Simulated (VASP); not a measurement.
# Na (Im-3m) in VASP: further runs, part 2 of 2

VASP 6.6.1. Earlier steps stand in the parts before.

### Step 3. Single point, r2SCAN

This run uses another cell than the first one, of 35.15 Å³/atom.

POSCAR

```
Na
1.0
   -2.0635091084      2.0635091084      2.0635091084
    2.0635091084     -2.0635091084      2.0635091084
    2.0635091084      2.0635091084     -2.0635091084
Na
1
Direct
    0.0000000000      0.0000000000      0.0000000000
```

INCAR.step1

```
PREC = Accurate
ENCUT = 520
ISMEAR = -1
SIGMA = 0.1
LREAL = False
LASPH = True
NELM = 60
NBANDS = 10
GGA = PE
ALGO = Normal
EDIFF = 1E-4
LWAVE = True
LCHARG = False
```

INCAR.step2

```
PREC = Accurate
ENCUT = 520
EDIFF = 1E-6
ISMEAR = -1
SIGMA = 0.1
LREAL = False
LASPH = True
NELM = 60
ALGO = Normal
ISIF = 2
LWAVE = False
LCHARG = True
METAGGA = R2SCAN
LMIXTAU = True
LELF = True
LVHAR = True
NBANDS = 10
ISTART = 1
```

KPOINTS

```
Automatic mesh
0
Gamma
  12 12 12
```

Potentials or basis: VASP PAW PBE potentials, release 64 (Na_pv).

Command:

```console
cat potpaw_PBE.64/Na_pv/POTCAR > POTCAR
cp INCAR.step1 INCAR
mpirun -np 1 vasp_std > vasp.out
cp INCAR.step2 INCAR
mpirun -np 1 vasp_std > vasp.out
```

OUTCAR:

```text
PREC = Accurate
   ENCUT = 520
   EDIFF = 1E-6
   ISMEAR = -1
   LREAL = False
   LASPH = True
   NELM = 60
   ISIF = 2
   METAGGA = R2SCAN
   ISTART = 1

 ion  position               nearest neighbor table
   1  0.000  0.000  0.000-

  LATTYP: Found a body centered cubic cell.
 ALAT       =     4.1270182168

  Lattice vectors:

 A1 = (  -2.0635091084,   2.0635091084,   2.0635091084)
 A2 = (   2.0635091084,  -2.0635091084,   2.0635091084)
[... 488 lines left out ...]
      8      13.4567      0.00000
      9      14.5016      0.00000
     10      18.4525      0.00000

 [... further k-points ...]

------------------------ aborting loop because EDIFF is reached ----------------------------------------

  FORCE on cell =-STRESS in cart. coord.  units (eV):
  Direction    XX          YY          ZZ          XY          YZ          ZX
  --------------------------------------------------------------------------------------
  -------------------------------------------------------------------------------------
  Total        0.1285610      0.1285610      0.1285610     -0.0000000     -0.0000000      0.0000000
  in kB        5.8605823      5.8605823      5.8605823     -0.0000000     -0.0000000      0.0000000
  external PRESSURE =       5.8605823 kB  Pullay stress =       0.0000000 kB

 VOLUME and BASIS-vectors are now :
 -----------------------------------------------------------------------------
  energy-cutoff  :      520.00
  volume of cell :       35.15
      direct lattice vectors                 reciprocal lattice vectors
    -2.063509108  2.063509108  2.063509108     0.000000000  0.242305691  0.242305691
     2.063509108 -2.063509108  2.063509108     0.242305691  0.000000000  0.242305691
     2.063509108  2.063509108 -2.063509108     0.242305691  0.242305691  0.000000000

 POSITION                                       TOTAL-FORCE (eV/Angst)
 -----------------------------------------------------------------------------------
      0.00000      0.00000      0.00000        -0.000000      0.000000     -0.000000
 -----------------------------------------------------------------------------------
    total drift:                               -0.000000     -0.000000     -0.000000

  FREE ENERGIE OF THE ION-ELECTRON SYSTEM (eV)
  ---------------------------------------------------
  free  energy   TOTEN  =        -3.5551787938 eV

  energy  without entropy=       -3.5391273738  energy(sigma->0) =       -3.54715308
```

Run time: 46 s. Hardware: 1 thread of Intel Xeon 6975P-C (Granite Rapids), shared host; peak memory 0.16 GiB.

What came out:

```yaml
Free_energy: -3.5552 eV
Pressure: 0.6 GPa
Band_gap_on_the_k_mesh: zero (an odd number of electrons rules out a gap without spin polarisation)
```

Levels at points of the mesh, in eV from the Fermi level:
| k point | band 1 | band 2 | band 3 | band 4 | band 5 | band 6 | band 7 | band 8 |
| --- | --- | --- | --- | --- | --- | --- | --- | --- |
| (0.00, 0.00, 0.00) | -25.94 | -25.94 | -25.94 | -3.58 | 12.80 | 12.80 | 12.80 | 14.04 |
| (0.50, 0.00, 0.00) | -25.98 | -25.96 | -25.94 | 0.77 | 1.52 | 8.91 | 10.38 | 10.45 |
| (0.50, 0.50, 0.50) | -25.97 | -25.97 | -25.97 | 4.81 | 4.81 | 5.53 | 5.53 | 5.53 |

Caveat: the PAW data sets were made with another functional, which shifts forces and pressure a little.

### Step 4. Single point, r2SCAN

This run uses another cell than the first one, of 35.15 Å³/atom.

POSCAR is that of step 3.

INCAR.step1

```
SYSTEM = Na
PREC = Accurate ; ENCUT = 520
ISMEAR = -1 ; SIGMA = 0.1
LREAL = .FALSE. ; LASPH = .TRUE.
NELM = 80 ; NBANDS = 10
GGA = PE ; ALGO = Normal
EDIFF = 1E-4 ; LWAVE = .TRUE.
LCHARG = .FALSE.
```

INCAR.step2

```
SYSTEM = Na
PREC = Accurate ; ENCUT = 520
EDIFF = 1E-7 ; ISMEAR = -1
SIGMA = 0.1 ; LREAL = .FALSE.
LASPH = .TRUE. ; NELM = 80
ALGO = Normal ; ISIF = 2
LWAVE = .FALSE. ; LCHARG = .TRUE.
METAGGA = R2SCAN ; LMIXTAU = .TRUE.
LELF = .TRUE. ; LVHAR = .TRUE.
NBANDS = 10 ; ISTART = 1
```

KPOINTS

```
Automatic mesh
0
G
  12 12 12
  0 0 0
```

Command:

```console
cat potpaw_PBE.64/Na_pv/POTCAR > POTCAR
cp INCAR.step1 INCAR
mpirun -np 1 vasp_std > vasp.out
cp INCAR.step2 INCAR
mpirun -np 1 vasp_std > vasp.out
```

Run time: 48 s. Hardware: 1 thread of Intel Xeon 6975P-C (Granite Rapids), shared host; peak memory 0.16 GiB.

The run converged. Its results:

| Item | Value |
| --- | --- |
| Free energy | -3.5552 eV |
| Pressure | 0.6 GPa |
| Band gap on the k mesh | zero (an odd number of electrons rules out a gap without spin polarisation) |

Levels at points of the mesh, in eV from the Fermi level:
| k point | band 1 | band 2 | band 3 | band 4 | band 5 | band 6 |
| --- | --- | --- | --- | --- | --- | --- |
| (0.00, 0.00, 0.00) | -25.94 | -25.94 | -25.94 | -3.58 | 12.80 | 12.80 |
| (0.50, 0.00, 0.00) | -25.98 | -25.96 | -25.94 | 0.77 | 1.52 | 8.91 |
| (0.50, 0.50, 0.50) | -25.97 | -25.97 | -25.97 | 4.81 | 4.81 | 5.53 |

Caveat: the PAW data sets were made with another functional, which shifts forces and pressure a little.

### Step 5. Single point, r2SCAN

This run uses another cell than the first one, of 36.26 Å³/atom.

POSCAR

```
Na
1.0
   -2.0850055420      2.0850055420      2.0850055420
    2.0850055420     -2.0850055420      2.0850055420
    2.0850055420      2.0850055420     -2.0850055420
Na
1
Direct
    0.0000000000      0.0000000000      0.0000000000
```

INCAR.step1

```
SYSTEM = Na
PREC = Accurate ; ENCUT = 520
ISMEAR = -1 ; SIGMA = 0.1
LREAL = .False. ; LASPH = .True.
NELM = 100 ; NBANDS = 10
GGA = PE ; ALGO = Normal
EDIFF = 1E-4 ; LWAVE = .True.
LCHARG = .False.
```

INCAR.step2

```
SYSTEM = Na
PREC = Accurate ; ENCUT = 520
EDIFF = 1E-7 ; ISMEAR = -1
SIGMA = 0.1 ; LREAL = .False.
LASPH = .True. ; NELM = 100
ALGO = Normal ; ISIF = 2
LWAVE = .False. ; LCHARG = .False.
METAGGA = R2SCAN ; LMIXTAU = .True.
NBANDS = 10 ; ISTART = 1
```

KPOINTS

```
regular mesh
0
Gamma
  12 12 12
  0 0 0
```

Command:

```console
cat potpaw_PBE.64/Na_pv/POTCAR > POTCAR
cp INCAR.step1 INCAR
mpirun -np 1 vasp_std > vasp.out
cp INCAR.step2 INCAR
mpirun -np 1 vasp_std > vasp.out
```

Run time: 66 s. Hardware: 1 thread of Intel Xeon 6975P-C (Granite Rapids), shared host; peak memory 0.16 GiB.

It converged, with:

* Free energy: -3.5586 eV
* Pressure: 0.4 GPa
* Band gap on the k mesh: zero (an odd number of electrons rules out a gap without spin polarisation)

Levels at points of the mesh, in eV from the Fermi level:
| k point | band 1 | band 2 | band 3 | band 4 | band 5 | band 6 |
| --- | --- | --- | --- | --- | --- | --- |
| (0.00, 0.00, 0.00) | -25.97 | -25.97 | -25.97 | -3.51 | 12.59 | 12.59 |
| (0.50, 0.00, 0.00) | -26.00 | -25.98 | -25.97 | 0.76 | 1.48 | 8.78 |
| (0.50, 0.50, 0.50) | -25.99 | -25.99 | -25.99 | 4.76 | 4.76 | 5.41 |

Caveat: the PAW data sets were made with another functional, which shifts forces and pressure a little.

### Step 6. Single point, r2SCAN

This run uses another cell than the first one, of 36.26 Å³/atom.

POSCAR is that of step 5.

INCAR.step1

```
PREC = Accurate
ENCUT = 520
ISMEAR = -1
SIGMA = 0.1
LREAL = F
LASPH = T
NELM = 80
NBANDS = 10
GGA = PE
ALGO = Normal
EDIFF = 1E-4
LWAVE = T
LCHARG = F
```

INCAR.step2

```
PREC = Accurate
ENCUT = 520
EDIFF = 1E-6
ISMEAR = -1
SIGMA = 0.1
LREAL = F
LASPH = T
NELM = 80
ALGO = Normal
ISIF = 2
LWAVE = F
LCHARG = F
METAGGA = R2SCAN
LMIXTAU = T
NBANDS = 10
ISTART = 1
```

KPOINTS

```
regular mesh
0
Gamma
  12 12 12
```

Potentials or basis: VASP PAW PBE potentials, release 64 (Na_pv).

Command:

```console
cat potpaw_PBE.64/Na_pv/POTCAR > POTCAR
cp INCAR.step1 INCAR
mpirun -np 1 vasp_std > vasp.out
cp INCAR.step2 INCAR
mpirun -np 1 vasp_std > vasp.out
```

It took 48 s on 1 thread of Intel Xeon 6975P-C (Granite Rapids), shared host; peak memory 0.16 GiB.

The run converged. Its results:

```
Free energy            : -3.5586 eV
Pressure               : 0.4 GPa
Band gap on the k mesh : zero (an odd number of electrons rules out a gap without spin polarisation)
```

Levels at points of the mesh, in eV from the Fermi level:
```csv
k point,band 1,band 2,band 3,band 4,band 5,band 6,band 7
"(0.00, 0.00, 0.00)",-25.97,-25.97,-25.97,-3.51,12.59,12.59,12.59
"(0.50, 0.00, 0.00)",-26.00,-25.98,-25.97,0.76,1.48,8.78,10.19
"(0.50, 0.50, 0.50)",-25.99,-25.99,-25.99,4.76,4.76,5.41,5.41
```

Caveat: the PAW data sets were made with another functional, which shifts forces and pressure a little.

### Step 7. The runs side by side

| cell | gap on the mesh (eV) | pressure (GPa) |
| --- | --- | --- |
| a = 3.536 Å, angles 109.5°, 1 atom | none | 0.9 |
| a = 3.574 Å, angles 109.5°, 1 atom | none | 0.6 |
| a = 3.611 Å, angles 109.5°, 1 atom | none | 0.4 |

Alike in all rows: task single point; level r2SCAN; potentials or basis VASP PAW PBE potentials, release 64 (Na_pv); no spin polarisation; k mesh 12 × 12 × 12; cutoff (eV) 520; smearing fermi-dirac 0.1 eV.

Caveats: the PAW data sets were made with another functional, which shifts forces and pressure a little.

Absolute energies hang on the potentials; compare differences alone.
